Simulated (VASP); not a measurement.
# GaNi (Pm-3m) in VASP: vibrations by perturbation theory with LDA

Aim: the vibrations by perturbation theory of GaNi with LDA.

Program: VASP 6.6.1. These are calculated values, not measurements. Logs are shortened: lines on timing, memory, paths and dates and some standing lists are left out, and cuts for length are marked.

## (1) The cell of the first run

The structure is cubic, space group Pm-3m (No. 221). Conventional cell: a = 2.842 Å, b = 2.842 Å, c = 2.842 Å, α = 90.00°, β = 90.00°, γ = 90.00°. Within 3.2 Å of Ga (site symmetry m-3m) lie 8 Ni at 2.46 Å and 6 Ga at 2.84 Å. Ni (site symmetry m-3m) has 8 Ga at 2.46 Å and 6 Ni at 2.84 Å within 3.2 Å.

## (2) Vibrations by perturbation theory, LDA

Input file INCAR:

```
SYSTEM = GaNi
PREC = Accurate
ENCUT = 520
EDIFF = 1E-8
ISMEAR = -1
SIGMA = 0.15
LREAL = .False.
LASPH = .True.
NELM = 60
ALGO = Normal
ISIF = 2
LWAVE = .False.
LCHARG = .True.
IBRION = 8
NSW = 1
```

Input file KPOINTS:

```
regular mesh
0
Gamma
  14 14 14
  0 0 0
```

Input file POSCAR:

```
GaNi
1.0
    2.8422976292      0.0000000000      0.0000000000
    0.0000000000      2.8422976292      0.0000000000
    0.0000000000      0.0000000000      2.8422976292
Ga Ni
1 1
Direct
    0.0000000000      0.0000000000      0.0000000000
    0.5000000000      0.5000000000      0.5000000000
```

Potentials or basis: VASP PAW LDA potentials, release 64 (Ga_d, Ni).

Started as:

```bash
> cat potpaw_LDA.64/Ga_d/POTCAR potpaw_LDA.64/Ni/POTCAR > POTCAR
> mpirun -np 1 vasp_std > vasp.out
```

OUTCAR:

```text
SYSTEM = GaNi
   PREC = Accurate
   ENCUT = 520
   EDIFF = 1E-8
   ISMEAR = -1
   LREAL = .False.
   LASPH = .True.
   NELM = 60
   ISIF = 2
   IBRION = 8
   NSW = 1

 ion  position               nearest neighbor table
   1  0.000  0.000  0.000-   2 2.46   2 2.46   2 2.46   2 2.46   2 2.46   2 2.46   2 2.46   2 2.46

   2  0.500  0.500  0.500-   1 2.46   1 2.46   1 2.46   1 2.46   1 2.46   1 2.46   1 2.46   1 2.46

  LATTYP: Found a simple cubic cell.
 ALAT       =     2.8422976292

  Lattice vectors:

 A1 = (   2.8422976292,   0.0000000000,   0.0000000000)
 A2 = (   0.0000000000,   2.8422976292,   0.0000000000)
 A3 = (   0.0000000000,   0.0000000000,   2.8422976292)

Analysis of symmetry for initial positions (statically):
=====================================================================
 Subroutine PRICEL returns:
 Original cell was already a primitive cell.

 Routine SETGRP: Setting up the symmetry group for a
 simple cubic supercell.

 Subroutine GETGRP returns: Found 48 space group operations
 (whereof 48 operations were pure point group operations)
 out of a pool of 48 trial point group operations.

The static configuration has the point symmetry O_h .

Analysis of symmetry for dynamics (positions and initial velocities):
=====================================================================
 Subroutine PRICEL returns:
 Original cell was already a primitive cell.

 Routine SETGRP: Setting up the symmetry group for a
 simple cubic supercell.

 Subroutine GETGRP returns: Found 48 space group operations
 (whereof 48 operations were pure point group operations)
 out of a pool of 48 trial point group operations.

The dynamic configuration has the point symmetry O_h .

 Subroutine INISYM returns: Found 48 space group operations
 (whereof 48 operations are pure point group operations),
 and found     1 'primitive' translations

----------------------------------------------------------------------------------------

                                     Primitive cell

  volume of cell :      22.9619

  direct lattice vectors                    reciprocal lattice vectors
     2.842297629  0.000000000  0.000000000     0.351828039  0.000000000  0.000000000
     0.000000000  2.842297629  0.000000000     0.000000000  0.351828039  0.000000000
     0.000000000  0.000000000  2.842297629     0.000000000  0.000000000  0.351828039

  length of vectors
     2.842297629  2.842297629  2.842297629     0.351828039  0.351828039  0.351828039

  position of ions in fractional coordinates (direct lattice)
     0.000000000  0.000000000  0.000000000
     0.500000000  0.500000000  0.500000000

  ion indices of the primitive-cell ions
   primitive index   ion index
                 1           1
                 2           2

----------------------------------------------------------------------------------------

 KPOINTS: regular mesh

Automatic generation of k-mesh.
 Grid dimensions read from file:
 generate k-points for:   14   14   14

 Generating k-lattice:

  Cartesian coordinates                     Fractional coordinates (reciprocal lattice)
     0.025130574  0.000000000  0.000000000     0.071428571  0.000000000  0.000000000
     0.000000000  0.025130574  0.000000000     0.000000000  0.071428571  0.000000000
     0.000000000  0.000000000  0.025130574     0.000000000  0.000000000  0.071428571

  Length of vectors
     0.025130574  0.025130574  0.025130574

  Shift w.r.t. Gamma in fractional coordinates (k-lattice)
     0.000000000  0.000000000  0.000000000

 Subroutine IBZKPT returns following result:
 ===========================================

 Found    120 irreducible k-points:

 Following reciprocal coordinates:
            Coordinates               Weight
  0.000000  0.000000  0.000000      1.000000
  0.071429  0.000000  0.000000      6.000000
  0.142857  0.000000  0.000000      6.000000
  0.214286  0.000000  0.000000      6.000000
  0.285714  0.000000  0.000000      6.000000
  0.357143  0.000000  0.000000      6.000000
[... 16 lines left out ...]
  0.285714  0.214286  0.000000     24.000000
  0.357143  0.214286  0.000000     24.000000
 [... further k-points ...]
   k-points           NKPTS =    120   k-points in BZ     NKDIM =    120   number of bands    NBANDS=     15
   number of dos      NEDOS =    301   number of ions     NIONS =      2
[... 17 lines left out ...]
   LREAL  =      F    real-space projection
   EDIFFG = 0.1E-06   stopping-criterion for IOM
   NSW    =      1    number of steps for IOM
   IBRION =      8    ionic relax: 0-MD 1-quasi-New 2-CG
   NFREE  =      0    steps in history (QN), initial steepest desc. (CG)
   ISIF   =      2    stress and relaxation
   ISYM   =      2    0-nonsym 1-usesym 2-fastsym
   POTIM  = 0.5000    time-step for ionic-motion
   TEBEG  =    0.0;   TEEND  =   0.0 temperature during run
   PSTRESS=    0.0 pullay stress
   NELECT =      23.0000    total number of electrons
   NUPDOWN=      -1.0000    fix difference up-down
   EMIN   =  10.00;   EMAX   =-10.00  energy-range for DOS
   EFERMI =   0.00;   METHOD = LEGACY
   ISMEAR =    -1;   SIGMA  =   0.15  broadening in eV -4-tet -1-fermi 0-gaus
   EFERMI_NEDOS =   21; number of points for ismear=-14 and -15
   IALGO  =     38    algorithm
   IMIX   =      4    mixing-type and parameters
     AMIX     =   0.40;   BMIX     =  1.00
     AMIX_MAG =   1.60;   BMIX_MAG =  1.00
  volume/ion in A,a.u.               =      11.48        77.48
  Fermi-wavevector in a.u.,A,eV,Ry     =   1.638002  3.095376 36.505141  2.683052
  Thomas-Fermi vector in A             =   2.729048
   LORBIT       =      0    0 simple, 1 ext, 2 COOP (PROOUT), +10 PAW based schemes
   GGA     = CA    functional components
   LHFCALC =     F    Hartree Fock is set to
   AEXX    =    0.0000 exact exchange contribution
   IVDW    =     0    specifies the selected vdW correction
   LEPSILON=     F    determine dielectric tensor
   LRPA    =     F    only Hartree local field effects (RPA)
 non-spin polarized calculation
  energy-cutoff  :      520.00
  volume of cell :       22.96
 maximum number of plane-waves:       635
 NGX is ok and might be reduce to    24
   NGX = 11   NGY = 11   NGZ = 11

--------------------------------------- Ionic step        1  -------------------------------------------

 number of electron      23.0000003 magnetization

 Free energy of the ion-electron system (eV)
  ---------------------------------------------------
  ext. energy  EPLUGINS =         0.00000000
  ---------------------------------------------------
  free energy    TOTEN  =       -11.09579560 eV

  energy without entropy =      -11.03368545  energy(sigma->0) =      -11.06474053

 E-fermi :   9.8833     XC(G=0): -13.7116

 val. band max:        9.8759528215   @ k =   0.4286   0.3571   0.2143
 cond. band min:       9.8861266362   @ k =   0.2857   0.0000   0.0000
 fundamental gap:      0.0101738147
 Fermi energy:         9.8832598469

 k-point     1 :       0.0000    0.0000    0.0000
  band No.  band energies     occupation
      1      -5.6086      2.00000
      2      -5.6086      2.00000
      3      -5.2299      2.00000
      4      -5.2299      2.00000
      5      -5.2299      2.00000
      6      -2.7476      2.00000
      7       6.7356      2.00000
      8       6.7356      2.00000
      9       8.3163      1.99994
     10       8.3163      1.99994
     11       8.3163      1.99994
     12      14.8897      0.00000
     13      14.8897      0.00000
     14      14.8897      0.00000
[... 401 lines left out ...]
      2      -5.4159      2.00000
      3      -5.3224      2.00000
      4      -5.2982      2.00000
      5      -5.2645      2.00000
      6       0.5004      2.00000
      7       5.2329      2.00000
      8       6.9065      2.00000
      9       7.3919      2.00000
     10       7.6916      2.00000
     11       8.1264      1.99998
     12       9.6123      1.71791
     13      13.6527      0.00000
     14      19.0412      0.00000
     15      19.2063      0.00000

 [... further k-points ...]

------------------------ aborting loop because EDIFF is reached ----------------------------------------

  FORCE on cell =-STRESS in cart. coord.  units (eV):
  Direction    XX          YY          ZZ          XY          YZ          ZX
  --------------------------------------------------------------------------------------
  -------------------------------------------------------------------------------------
  Total        0.0805871      0.0805871      0.0805871      0.0000000      0.0000000      0.0000000
  in kB        5.6229892      5.6229892      5.6229892      0.0000000      0.0000000      0.0000000
  external PRESSURE =       5.6229892 kB  Pullay stress =       0.0000000 kB

 VOLUME and BASIS-vectors are now :
 -----------------------------------------------------------------------------
  energy-cutoff  :      520.00
  volume of cell :       22.96
      direct lattice vectors                 reciprocal lattice vectors
     2.842297629  0.000000000  0.000000000     0.351828039  0.000000000  0.000000000
     0.000000000  2.842297629  0.000000000     0.000000000  0.351828039  0.000000000
     0.000000000  0.000000000  2.842297629     0.000000000  0.000000000  0.351828039

 POSITION                                       TOTAL-FORCE (eV/Angst)
 -----------------------------------------------------------------------------------
      0.00000      0.00000      0.00000         0.000000      0.000000      0.000000
      1.42115      1.42115      1.42115         0.000000      0.000000      0.000000
 -----------------------------------------------------------------------------------
    total drift:                                0.000000      0.000000     -0.000000

  FREE ENERGIE OF THE ION-ELECTRON SYSTEM (eV)
  ---------------------------------------------------
  free  energy   TOTEN  =       -11.0957955999 eV

  energy  without entropy=      -11.0336854514  energy(sigma->0) =      -11.06474053

[... ionic steps 2 to 3 ...]

--------------------------------------- Ionic step        4  -------------------------------------------

------------------------ aborting loop because EDIFF is reached ----------------------------------------

[... ionic steps 5 to 6 ...]

--------------------------------------- Ionic step        7  -------------------------------------------

 Free energy of the ion-electron system (eV)
  ---------------------------------------------------
  ---------------------------------------------------
  free energy    TOTEN  =        -0.18701330 eV

  energy without entropy =       -0.18701327

------------------------ aborting loop because EDIFF is reached ----------------------------------------

 INTERNAL STRAIN TENSOR  FOR ION    2  DIRECTION 1   (eV/Angst):
 -----------------------------------------------------------------------------
     0.02111  0.00000  0.00000
     0.00000  0.00957  0.00000
     0.00000  0.00000  0.00957

 INTERNAL STRAIN TENSOR FOR ION    2 for displacements in x,y,z  (eV/Angst):
          X           Y           Z          XY          YZ          ZX
  --------------------------------------------------------------------------------
  x     0.00000     0.00000     0.00000     0.00000     0.00000     0.00000
  y     0.00000     0.00000     0.00000     0.00000     0.00000     0.00000
  z     0.00000     0.00000     0.00000     0.00000     0.00000     0.00000

 SECOND DERIVATIVES (NOT SYMMETRIZED)
 ------------------------------------
               1X          1Y          1Z          2X          2Y          2Z
  1X    -5.692375   -0.000000    0.000000    5.692375    0.000000   -0.000000
  1Y    -0.000000   -5.692375   -0.000000    0.000000    5.692375    0.000000
  1Z     0.000000    0.000000   -5.692375   -0.000000   -0.000000    5.692375
  2X     5.684562   -0.000000   -0.000000   -5.684562    0.000000    0.000000
  2Y    -0.000000    5.684562   -0.000000    0.000000   -5.684562    0.000000
  2Z    -0.000000   -0.000000    5.684562    0.000000    0.000000   -5.684562

 Eigenvectors and eigenvalues of the dynamical matrix
 ----------------------------------------------------

   1 f  =    6.604957 THz    41.500171 2PiTHz  220.317661 cm-1    27.315896 meV
             X         Y         Z           dx          dy          dz
      0.000000  0.000000  0.000000    -0.000000   -0.676300    0.000000
      1.421149  1.421149  1.421149    -0.000000    0.736626    0.000000
[... 21 lines left out ...]
   6 f/i=    0.002260 THz     0.014199 2PiTHz    0.075379 cm-1     0.009346 meV
             X         Y         Z           dx          dy          dz
      0.000000  0.000000  0.000000    -0.736626    0.000000    0.000000
      1.421149  1.421149  1.421149    -0.676300    0.000000    0.000000

--------------------------------------------------------------------------------------------------------

 ELASTIC MODULI CONTR FROM IONIC RELAXATION (kBar)
 Direction    XX          YY          ZZ          XY          YZ          ZX
 --------------------------------------------------------------------------------
 XX           0.0000      0.0000      0.0000      0.0000      0.0000      0.0000
 YY           0.0000      0.0000      0.0000      0.0000      0.0000      0.0000
 ZZ           0.0000      0.0000      0.0000      0.0000      0.0000      0.0000
 XY           0.0000      0.0000      0.0000      0.0000      0.0000      0.0000
 YZ           0.0000      0.0000      0.0000      0.0000      0.0000      0.0000
 ZX           0.0000      0.0000      0.0000      0.0000      0.0000      0.0000
 --------------------------------------------------------------------------------
```

Run time: 4.6 min. Hardware: 1 thread of AMD EPYC 7R13 (Zen 3), shared host; peak memory 0.34 GiB.

What came out:

```yaml
Highest_phonon_frequency_at_Γ: 220 cm⁻¹
```

Phonon frequencies in cm⁻¹ (negative: imaginary):
```tsv
q point	frequencies
(0.000, 0.000, 0.000)	0 0 0 220 220 220
```
